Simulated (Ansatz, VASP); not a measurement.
Hf: VASP beside Ansatz

The input POSCAR:

```
Hf
1.0
    3.1603678985      0.0000000029      0.0000000000
   -1.5801839517      2.7369588839      0.0000000000
    0.0000000000      0.0000000000      4.9958824713
Hf
2
Direct
    0.3333333333      0.6666666667      0.2500000000
    0.6666666667      0.3333333333      0.7500000000
```

Contents of INCAR.step1:

```
ALGO = Normal
EDIFF = 1E-5
ENCUT = 400
GGA = PE
GGA_COMPAT = False
ISIF = 2
ISMEAR = 0
LASPH = True
LCHARG = False
LREAL = False
LWAVE = True
NBANDS = 17
NELM = 120
PREC = Accurate
SIGMA = 0.1
```

Contents of INCAR.step2:

```
ALGO = Normal
EDIFF = 1E-6
ENCUT = 400
GGA = PE
GGA_COMPAT = False
HFSCREEN = 0.2079
ISIF = 2
ISMEAR = 0
ISTART = 1
LASPH = True
LCHARG = False
LHFCALC = True
LREAL = False
LWAVE = False
NBANDS = 17
NELM = 120
PREC = Accurate
PRECFOCK = Normal
SIGMA = 0.1
```

The input KPOINTS:

```
k-points
0
Gamma
  6 6 4
```

Input for Ansatz:

```yaml
crystal:
  lattice:
    - [3.1603678983, 2.9e-09, 0.0]
    - [-1.5801839516, 2.7369588838, 0.0]
    - [0.0, 0.0, 4.995882472]
  atoms:
    - { symbol: Hf, position: [0.3333333333, 0.6666666667, 0.25] }
    - { symbol: Hf, position: [0.6666666667, 0.3333333333, 0.75] }
basis:
  ecutwfc: 420
kpoints:
  mp_grid: { grid: [6, 6, 4] }
hamiltonian:
  xc: hse06
  pseudopotentials: { kind: paw, azcp: { folder: soft_1 } }
scf:
  occupations: { method: gaussian, width: 0.1 }
output:
  forces: true
  stress: true
  eigenvalues: true
```

Alike in both runs: task single point; functional HSE06; k mesh 6 × 6 × 4; occupations gaussian, width 0.1 eV; no spin polarisation.

```csv
,VASP,Ansatz
version,VASP 6.6.1,Ansatz 0.2.0
potentials or method,"VASP PAW PBE potentials, release 64 (Hf_pv), cutoff 400 eV","scalar-relativistic, plane waves, PAW"
valence electrons in the cell,20,52
```

```tsv
	VASP	Ansatz	Ansatz less VASP
gap on the k mesh at the Fermi level (eV)	none	none	-
pressure (GPa)	4.5	6.7	+2.25
traceless stress, the component that is largest in VASP (GPa)	0.48	0.55	+0.080
```

A gap of «none» marks a metal or a gap that the smearing closes. VASP's potentials hold 20 valence electrons a cell and Ansatz's 52, so a difference there can come from the potentials and not from the codes. Ansatz's warnings: filled band counts differ across k points, stress exchange threshold loose, stress scf threshold loose.

The k mesh is coarse, so the values compare programs but aren't converged. Neither program's run includes spin-orbit coupling.
